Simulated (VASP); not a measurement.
# Pb (Fm-3m) in VASP: further runs

Runs on Pb. Level: PBE. Tasks: electric field gradients.

Everything below comes from runs of VASP 6.6.1. Logs are shortened: lines on timing, memory, paths and dates and some standing lists are left out, and cuts for length are marked.

## 1. The cell of the first run

Symmetry: Fm-3m, No. 225, cubic system. Conventional cell: a = 5.021 Å, b = 5.021 Å, c = 5.021 Å, α = 90.00°, β = 90.00°, γ = 90.00°. Within 4.7 Å of Pb (site symmetry m-3m) lie 12 Pb at 3.55 Å.

## 2. Electric field gradients, PBE (volume scaled by 1.05)

The input, INCAR:

```
PREC = Accurate
ENCUT = 400
EDIFF = 1E-8
ISMEAR = -1
SIGMA = 0.05
LREAL = F
LASPH = T
NELM = 120
ALGO = Normal
ISIF = 2
LWAVE = F
LCHARG = F
GGA = PE
LEFG = T
NBANDS = 13
GGA_COMPAT = F
```

The input, KPOINTS:

```
Automatic mesh
0
Gamma
  12 12 12
```

The input, POSCAR:

```
Pb
1.0
    0.0000000000      2.5102957221      2.5102957221
    2.5102957221      0.0000000000      2.5102957221
    2.5102957221      2.5102957221      0.0000000000
Pb
1
Direct
    0.0000000000      0.0000000000      0.0000000000
```

Potentials or basis: VASP PAW PBE potentials, release 64 (Pb_d).

Launch:

```sh
> cat potpaw_PBE.64/Pb_d/POTCAR > POTCAR
> mpirun -np 1 vasp_std > vasp.out
```

OUTCAR:

```text
PREC = Accurate
   ENCUT = 400
   EDIFF = 1E-8
   ISMEAR = -1
   LREAL = F
   LASPH = T
   NELM = 120
   ISIF = 2
   GGA = PE

 ion  position               nearest neighbor table
   1  0.000  0.000  0.000-

  LATTYP: Found a face centered cubic cell.
 ALAT       =     5.0205914442

  Lattice vectors:

 A1 = (   0.0000000000,   2.5102957221,   2.5102957221)
 A2 = (   2.5102957221,   0.0000000000,   2.5102957221)
 A3 = (   2.5102957221,   2.5102957221,   0.0000000000)

Analysis of symmetry for initial positions (statically):
=====================================================================
 Subroutine PRICEL returns:
 Original cell was already a primitive cell.

 Routine SETGRP: Setting up the symmetry group for a
 face centered cubic supercell.

 Subroutine GETGRP returns: Found 48 space group operations
 (whereof 48 operations were pure point group operations)
 out of a pool of 48 trial point group operations.

The static configuration has the point symmetry O_h .

Analysis of symmetry for dynamics (positions and initial velocities):
=====================================================================
 Subroutine PRICEL returns:
 Original cell was already a primitive cell.

 Routine SETGRP: Setting up the symmetry group for a
 face centered cubic supercell.

 Subroutine GETGRP returns: Found 48 space group operations
 (whereof 48 operations were pure point group operations)
 out of a pool of 48 trial point group operations.

The dynamic configuration has the point symmetry O_h .

 Subroutine INISYM returns: Found 48 space group operations
 (whereof 48 operations are pure point group operations),
 and found     1 'primitive' translations

----------------------------------------------------------------------------------------

                                     Primitive cell

  volume of cell :      31.6377

  direct lattice vectors                    reciprocal lattice vectors
     0.000000000  2.510295722  2.510295722    -0.199179720  0.199179720  0.199179720
     2.510295722  0.000000000  2.510295722     0.199179720 -0.199179720  0.199179720
     2.510295722  2.510295722  0.000000000     0.199179720  0.199179720 -0.199179720

  length of vectors
     3.550094256  3.550094256  3.550094256     0.344989396  0.344989396  0.344989396

  position of ions in fractional coordinates (direct lattice)
     0.000000000  0.000000000  0.000000000

  ion indices of the primitive-cell ions
   primitive index   ion index
                 1           1

----------------------------------------------------------------------------------------

 KPOINTS: Automatic mesh

Automatic generation of k-mesh.
 Grid dimensions read from file:
 generate k-points for:   12   12   12

 Generating k-lattice:

  Cartesian coordinates                     Fractional coordinates (reciprocal lattice)
    -0.016598310  0.016598310  0.016598310     0.083333333  0.000000000  0.000000000
     0.016598310 -0.016598310  0.016598310     0.000000000  0.083333333  0.000000000
     0.016598310  0.016598310 -0.016598310     0.000000000  0.000000000  0.083333333

  Length of vectors
     0.028749116  0.028749116  0.028749116

  Shift w.r.t. Gamma in fractional coordinates (k-lattice)
     0.000000000  0.000000000  0.000000000

 Subroutine IBZKPT returns following result:
 ===========================================

 Found     72 irreducible k-points:

 Following reciprocal coordinates:
            Coordinates               Weight
  0.000000  0.000000  0.000000      1.000000
  0.083333  0.000000  0.000000      8.000000
  0.166667  0.000000  0.000000      8.000000
  0.250000  0.000000  0.000000      8.000000
  0.333333  0.000000  0.000000      8.000000
  0.416667  0.000000  0.000000      8.000000
[... 16 lines left out ...]
  0.500000  0.166667  0.000000     24.000000
 -0.416667  0.166667  0.000000     24.000000
 [... further k-points ...]
   k-points           NKPTS =     72   k-points in BZ     NKDIM =     72   number of bands    NBANDS=     13
   number of dos      NEDOS =    301   number of ions     NIONS =      1
   total plane-waves  NPLWV =  13824
   dimension x,y,z NGX =    24 NGY =   24 NGZ =   24
   dimension x,y,z NGXF=    48 NGYF=   48 NGZF=   48
   ions per type =               1
   NGX,Y,Z   is equivalent  to a cutoff of  11.24, 11.24, 11.24 a.u.
   NGXF,Y,Z  is equivalent  to a cutoff of  22.48, 22.48, 22.48 a.u.
 SYSTEM =  unknown system
   PREC   = accura    normal or accurate (medium, high low for compatibility)
   ISTART =      0    job   : 0-new  1-cont  2-samecut
   ICHARG =      2    charge: 1-file 2-atom 10-const
   ISPIN  =      1    spin polarized calculation?
   LNONCOLLINEAR =      F non collinear calculations
   LSORBIT =      F    spin-orbit coupling
   LASPH  =      T    aspherical Exc in radial PAW
   ENCUT  =  400.0 eV  29.40 Ry    5.42 a.u.   5.79  5.79  5.79*2*pi/ulx,y,z
   NELM   =    120;   NELMIN=  2; NELMDL= -5     # of ELM steps
   EDIFF  = 0.1E-07   stopping-criterion for ELM
   LREAL  =      F    real-space projection
   EDIFFG = 0.1E-06   stopping-criterion for IOM
   NSW    =      0    number of steps for IOM
   IBRION =     -1    ionic relax: 0-MD 1-quasi-New 2-CG
   NFREE  =      0    steps in history (QN), initial steepest desc. (CG)
   ISIF   =      2    stress and relaxation
   ISYM   =      2    0-nonsym 1-usesym 2-fastsym
   POTIM  = 0.5000    time-step for ionic-motion
   TEBEG  =    0.0;   TEEND  =   0.0 temperature during run
   PSTRESS=    0.0 pullay stress
   NELECT =      14.0000    total number of electrons
   NUPDOWN=      -1.0000    fix difference up-down
   EMIN   =  10.00;   EMAX   =-10.00  energy-range for DOS
   EFERMI =   0.00;   METHOD = LEGACY
   ISMEAR =    -1;   SIGMA  =   0.05  broadening in eV -4-tet -1-fermi 0-gaus
   EFERMI_NEDOS =   21; number of points for ismear=-14 and -15
   IALGO  =     38    algorithm
   IMIX   =      4    mixing-type and parameters
     AMIX     =   0.40;   BMIX     =  1.00
     AMIX_MAG =   1.60;   BMIX_MAG =  1.00
  volume/ion in A,a.u.               =      31.64       213.50
  Fermi-wavevector in a.u.,A,eV,Ry     =   1.247525  2.357481 21.175004  1.556319
  Thomas-Fermi vector in A             =   2.381653
   LORBIT       =      0    0 simple, 1 ext, 2 COOP (PROOUT), +10 PAW based schemes
   GGA     = PE    functional components
   LHFCALC =     F    Hartree Fock is set to
   AEXX    =    0.0000 exact exchange contribution
   IVDW    =     0    specifies the selected vdW correction
   LEPSILON=     F    determine dielectric tensor
   LRPA    =     F    only Hartree local field effects (RPA)
 non-spin polarized calculation
  energy-cutoff  :      400.00
  volume of cell :       31.64
 maximum number of plane-waves:       589
   NGX = 11   NGY = 11   NGZ = 11

 number of electron      14.0000007 magnetization

 Free energy of the ion-electron system (eV)
  ---------------------------------------------------
  ext. energy  EPLUGINS =         0.00000000
  ---------------------------------------------------
  free energy    TOTEN  =        -3.55532138 eV

  energy without entropy =       -3.54672967  energy(sigma->0) =       -3.55102553

 E-fermi :   6.8583     XC(G=0):  -9.9814

 val. band max:        6.8327454540   @ k =  -0.3333   0.2500   0.0000
 cond. band min:       6.9386847049   @ k =  -0.4167   0.3333   0.1667
 fundamental gap:      0.1059392509
 Fermi energy:         6.8583008988

 k-point     1 :       0.0000    0.0000    0.0000
  band No.  band energies     occupation
      1     -10.2225      2.00000
      2     -10.2225      2.00000
      3     -10.2225      2.00000
      4     -10.0998      2.00000
      5     -10.0998      2.00000
      6      -4.6559      2.00000
      7      13.9040      0.00000
      8      13.9040      0.00000
      9      13.9040      0.00000
     10      16.5499      0.00000
     11      17.6191      0.00000
     12      18.9948      0.00000
     13      18.9948      0.00000

 k-point     2 :       0.0833    0.0000    0.0000
  band No.  band energies     occupation
      1     -10.2225      2.00000
      2     -10.2138      2.00000
      3     -10.2138      2.00000
      4     -10.1003      2.00000
      5     -10.1003      2.00000
      6      -4.5281      2.00000
      7      12.4324      0.00000
      8      13.7463      0.00000
      9      13.7463      0.00000
     10      16.2219      0.00000
     11      18.3320      0.00000
[... 339 lines left out ...]
 k-point    24 :      -0.4167    0.1667    0.0000
  band No.  band energies     occupation
      1     -10.2378      2.00000
      2     -10.1872      2.00000
      3     -10.1595      2.00000
      4     -10.0262      2.00000
      5      -9.9960      2.00000
      6      -0.9990      2.00000
      7       3.4397      2.00000
      8       8.9474      0.00000
      9      11.3834      0.00000
     10      14.5399      0.00000
     11      18.3699      0.00000
     12      19.2137      0.00000
     13      21.6074      0.00000

 [... further k-points ...]

------------------------ aborting loop because EDIFF is reached ----------------------------------------

  FORCE on cell =-STRESS in cart. coord.  units (eV):
  Direction    XX          YY          ZZ          XY          YZ          ZX
  --------------------------------------------------------------------------------------
  -------------------------------------------------------------------------------------
  Total        0.1266192      0.1266192      0.1266192      0.0000000     -0.0000000      0.0000000
  in kB        6.4121762      6.4121762      6.4121762      0.0000000     -0.0000000      0.0000000
  external PRESSURE =       6.4121762 kB  Pullay stress =       0.0000000 kB

 VOLUME and BASIS-vectors are now :
 -----------------------------------------------------------------------------
  energy-cutoff  :      400.00
  volume of cell :       31.64
      direct lattice vectors                 reciprocal lattice vectors
     0.000000000  2.510295722  2.510295722    -0.199179720  0.199179720  0.199179720
     2.510295722  0.000000000  2.510295722     0.199179720 -0.199179720  0.199179720
     2.510295722  2.510295722  0.000000000     0.199179720  0.199179720 -0.199179720

 POSITION                                       TOTAL-FORCE (eV/Angst)
 -----------------------------------------------------------------------------------
      0.00000      0.00000      0.00000        -0.000000     -0.000000     -0.000000
 -----------------------------------------------------------------------------------
    total drift:                               -0.000000      0.000000      0.000000

  FREE ENERGIE OF THE ION-ELECTRON SYSTEM (eV)
  ---------------------------------------------------
  free  energy   TOTEN  =        -3.5553213767 eV

  energy  without entropy=       -3.5467296738  energy(sigma->0) =       -3.55102553

 Electric field gradients (V/A^2)
---------------------------------------------------------------------
 ion       V_xx      V_yy      V_zz      V_xy      V_xz      V_yz
---------------------------------------------------------------------
   1       0.000    -0.000     0.000    -0.001    -0.001    -0.001
---------------------------------------------------------------------

 Electric field gradients after diagonalization (V/A^2)
 (convention: |V_zz| > |V_xx| > |V_yy|)
----------------------------------------------------------------------
 ion       V_xx      V_yy      V_zz     asymmetry (V_yy - V_xx)/ V_zz
----------------------------------------------------------------------
   1       0.001     0.001    -0.003       0.000
----------------------------------------------------------------------

           NMR quadrupolar parameters

 Cq : quadrupolar parameter    Cq=e*Q*V_zz/h
 eta: asymmetry parameters     (V_yy - V_xx)/ V_zz
 Q  : nuclear electric quadrupole moment in mb (millibarn)
----------------------------------------------------------------------
 ion       Cq(MHz)       eta       Q (mb)
----------------------------------------------------------------------
   1      -0.000       0.000       1.000
----------------------------------------------------------------------
```

Run time: 22 s. Hardware: 1 thread of Intel Xeon Platinum 8375C at 2.90GHz (Ice Lake), shared host; peak memory 0.15 GiB.

What came out:

- Free energy: -3.5553 eV
- Pressure: 0.6 GPa
- Band gap on the k mesh: zero (band 7 reaches 13.90 eV, above the bottom of band 8 at 5.36 eV)

Levels at points of the mesh, in eV from the Fermi level:
```tsv
k point	band 5	band 6	band 7	band 8	band 9	band 10
(0.00, 0.00, 0.00)	-16.96	-11.51	7.05	7.05	7.05	9.69
(0.50, 0.00, 0.00)	-16.84	-8.13	-4.04	5.31	5.31	9.05
(0.50, 0.50, 0.00)	-16.81	-6.82	-3.15	1.96	1.96	5.22
```

Caveat: without QUAD_EFG the Cq values of the log hold for a quadrupole moment of 1 mb, not for the nuclei; spin-orbit coupling is left out, which moves the levels of the heavy elements.

## 3. Electric field gradients, PBE (volume scaled by 1.05)

The input, INCAR:

```
SYSTEM = Pb
ALGO = Normal ; EDIFF = 1E-8
ENCUT = 400 ; GGA = PE
GGA_COMPAT = .FALSE. ; ISIF = 2
ISMEAR = -1 ; LASPH = .TRUE.
LCHARG = .FALSE. ; LEFG = .TRUE.
LREAL = .FALSE. ; LWAVE = .FALSE.
NBANDS = 13 ; NELM = 120
PREC = Accurate ; SIGMA = 0.05
```

The input, KPOINTS:

```
k-points
0
G
  12 12 12
  0 0 0
```

POSCAR is that of step 2.

Potentials or basis: VASP PAW PBE potentials, release 64 (Pb_d).

Launch:

```sh
> cat potpaw_PBE.64/Pb_d/POTCAR > POTCAR
> mpirun -np 1 vasp_std > vasp.out
```

OUTCAR:

```text
SYSTEM = Pb
   EDIFF = 1E-8
   ENCUT = 400
   GGA = PE
   ISIF = 2
   ISMEAR = -1
   LASPH = .TRUE.
   LREAL = .FALSE.
   NELM = 120
   PREC = Accurate

 ion  position               nearest neighbor table
   1  0.000  0.000  0.000-

  LATTYP: Found a face centered cubic cell.
 ALAT       =     5.0205914442

  Lattice vectors:

 A1 = (   0.0000000000,   2.5102957221,   2.5102957221)
 A2 = (   2.5102957221,   0.0000000000,   2.5102957221)
 A3 = (   2.5102957221,   2.5102957221,   0.0000000000)

[... 587 lines left out ...]
    total drift:                               -0.000000      0.000000      0.000000

  FREE ENERGIE OF THE ION-ELECTRON SYSTEM (eV)
  ---------------------------------------------------
  free  energy   TOTEN  =        -3.5553213767 eV

  energy  without entropy=       -3.5467296738  energy(sigma->0) =       -3.55102553

 Electric field gradients (V/A^2)
---------------------------------------------------------------------
 ion       V_xx      V_yy      V_zz      V_xy      V_xz      V_yz
---------------------------------------------------------------------
   1       0.000    -0.000     0.000    -0.001    -0.001    -0.001
---------------------------------------------------------------------

 Electric field gradients after diagonalization (V/A^2)
 (convention: |V_zz| > |V_xx| > |V_yy|)
----------------------------------------------------------------------
 ion       V_xx      V_yy      V_zz     asymmetry (V_yy - V_xx)/ V_zz
----------------------------------------------------------------------
   1       0.001     0.001    -0.003       0.000
----------------------------------------------------------------------

           NMR quadrupolar parameters

 Cq : quadrupolar parameter    Cq=e*Q*V_zz/h
 eta: asymmetry parameters     (V_yy - V_xx)/ V_zz
 Q  : nuclear electric quadrupole moment in mb (millibarn)
----------------------------------------------------------------------
 ion       Cq(MHz)       eta       Q (mb)
----------------------------------------------------------------------
   1      -0.000       0.000       1.000
----------------------------------------------------------------------
```

It took 18 s on 1 thread of Intel Xeon Platinum 8375C at 2.90GHz (Ice Lake), shared host; peak memory 0.14 GiB.

What came out:

| Item | Value |
| --- | --- |
| Free energy | -3.5553 eV |
| Pressure | 0.6 GPa |
| Band gap on the k mesh | zero (band 7 reaches 13.90 eV, above the bottom of band 8 at 5.36 eV) |

Caveat: without QUAD_EFG the Cq values of the log hold for a quadrupole moment of 1 mb, not for the nuclei; spin-orbit coupling is left out, which moves the levels of the heavy elements.
